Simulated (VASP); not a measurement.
Write the native input for VASP 6.6.1 that does the following.

* Task: single point
* Functional: PBE
* Potentials or basis: VASP PAW PBE potentials, release 64 (Li_sv, Ru_pv)
* Cutoff: 520 eV
* k mesh: 20 × 20 × 20
* Occupations: gaussian, width 0.1 eV
* Spin: no spin polarisation
* Dipole correction: no
* Further INCAR settings: ALGO = Normal; EDIFF = 1e-07; NBANDS = 16

The structure of LiRu lies in POSCAR:

```
LiRu
1.0
    2.8944399890      0.0000000000      0.0000000000
    0.0000000000      2.8944399890      0.0000000000
    0.0000000000      0.0000000000      2.8944399890
Li Ru
1 1
Direct
    0.0000000000      0.0000000000      0.0000000000
    0.5000000000      0.5000000000      0.5000000000
```

These files were run (other wordings do the same):

INCAR

```
SYSTEM = LiRu
ALGO = Normal
EDIFF = 1E-7
ENCUT = 520
GGA = PE
ISIF = 2
ISMEAR = 0
LASPH = .True.
LCHARG = .True.
LELF = .True.
LREAL = .False.
LVHAR = .True.
LWAVE = .False.
NBANDS = 16
NELM = 80
PREC = Accurate
SIGMA = 0.1
```

KPOINTS

```
k-points
0
Gamma
  20 20 20
  0 0 0
```

Potentials or basis: VASP PAW PBE potentials, release 64 (Li_sv, Ru_pv).

The run is started by

```sh
$ cat potpaw_PBE.64/Li_sv/POTCAR potpaw_PBE.64/Ru_pv/POTCAR > POTCAR
$ mpirun -np 1 vasp_std > vasp.out
```

Wall time 52 s on 1 thread of Intel Xeon 6975P-C (shared host), peak memory 0.22 GiB.
